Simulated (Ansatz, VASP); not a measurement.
# One calculation of Ge, two programs

```
CELL_PARAMETERS angstrom
1.39715 -2.60052 0.00000
1.39715 2.60052 0.00000
0.00000 0.00000 2.63078
ATOMIC_POSITIONS crystal
Ge 0.50000 0.50000 0.00000
```

Change from the starting cell: strain +0.000 along x and y, -0.025 along z, atoms carried along.

Alike in both runs: task single point; functional PBE; k mesh 20 × 20 × 18; occupations gaussian, width 0.15 eV; no spin polarisation.

```csv
,VASP,Ansatz
version,VASP 6.6.1,Ansatz 0.2.0
potentials or method,"VASP PAW PBE potentials, release 64 (Ge_d), cutoff 520 eV","scalar-relativistic, plane waves, PAW"
valence electrons in the cell,14,14
```

|  | VASP | Ansatz | Ansatz less VASP |
| --- | --- | --- | --- |
| gap on the k mesh at the Fermi level (eV) | none | none | - |
| pressure (GPa) | 1.0 | 1.2 | +0.21 |
| traceless stress, the component that is largest in VASP (GPa) | 3.28 | 3.30 | +0.022 |

A gap of «none» marks a metal or a gap that the smearing closes. The functional is the same, so the differences come from potentials, cutoffs and numerics.
